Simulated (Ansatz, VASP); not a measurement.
## Two plane-wave programs on SrO

Contents of POSCAR:

```
SrO
1.0
    0.0000000000      2.7753840000      2.6725920000
    2.7753840000      0.0000000000      2.6725920000
    2.7753840000      2.7753840000      0.0000000000
Sr O
1 1
Direct
    0.0000000000      0.0000000000      0.0000000000
    0.5000000000      0.5000000000      0.5000000000
```

Contents of INCAR.step1:

```
  ALGO = Normal
  EDIFF = 1E-4
  ENCUT = 520
  GGA = PE
  ISMEAR = 0
  LASPH = T
  LCHARG = F
  LREAL = F
  LWAVE = T
  NBANDS = 15
  NELM = 100
  PREC = Accurate
  SIGMA = 0.05
```

Contents of INCAR.step2:

```
  ALGO = Normal
  EDIFF = 1E-7
  ENCUT = 520
  ISIF = 2
  ISMEAR = 0
  ISTART = 1
  LASPH = T
  LCHARG = F
  LMIXTAU = T
  LREAL = F
  LWAVE = F
  METAGGA = R2SCAN
  NBANDS = 15
  NELM = 100
  PREC = Accurate
  SIGMA = 0.05
```

KPOINTS

```
k-points
0
Gamma
  8 8 8
```

Input for Ansatz:

```yaml
crystal:
  lattice:
    - [0.0, 2.775384, 2.672592]
    - [2.775384, 0.0, 2.672592]
    - [2.775384, 2.775384, 0.0]
  atoms:
    - { symbol: Sr, position: [0.0, 0.0, 0.0] }
    - { symbol: O, position: [0.5, 0.5, 0.5] }
basis:
  ecutwfc: 500
kpoints:
  mp_grid: { grid: [8, 8, 8] }
hamiltonian:
  xc: r2scan
scf:
  occupations: { method: gaussian, width: 0.05 }
output:
  forces: true
  stress: true
  eigenvalues: true
```

Change from the starting cell: strain +0.080 along x and y, +0.040 along z, atoms carried along.

Alike in both runs: task single point; functional r2SCAN; k mesh 8 × 8 × 8; occupations gaussian, width 0.05 eV; no spin polarisation.

```csv
,VASP,Ansatz
version,VASP 6.6.1,Ansatz 0.2.0
potentials or method,"VASP PAW PBE potentials, release 64 (Sr_sv, O), cutoff 520 eV","scalar-relativistic, plane waves, PAW"
valence electrons in the cell,16,16
```

```csv
,VASP,Ansatz,Ansatz less VASP
gap on the k mesh at the Fermi level (eV),3.31,3.31,+0.001
least direct gap on the mesh (eV),3.31,3.31,+0.001
pressure (GPa),-10.9,-11.2,-0.24
"traceless stress, the component that is largest in VASP (GPa)",1.03,0.95,-0.082
```

VASP's potentials were made for PBE, not for r2SCAN. The functional is the same, so the differences come from potentials, cutoffs and numerics.
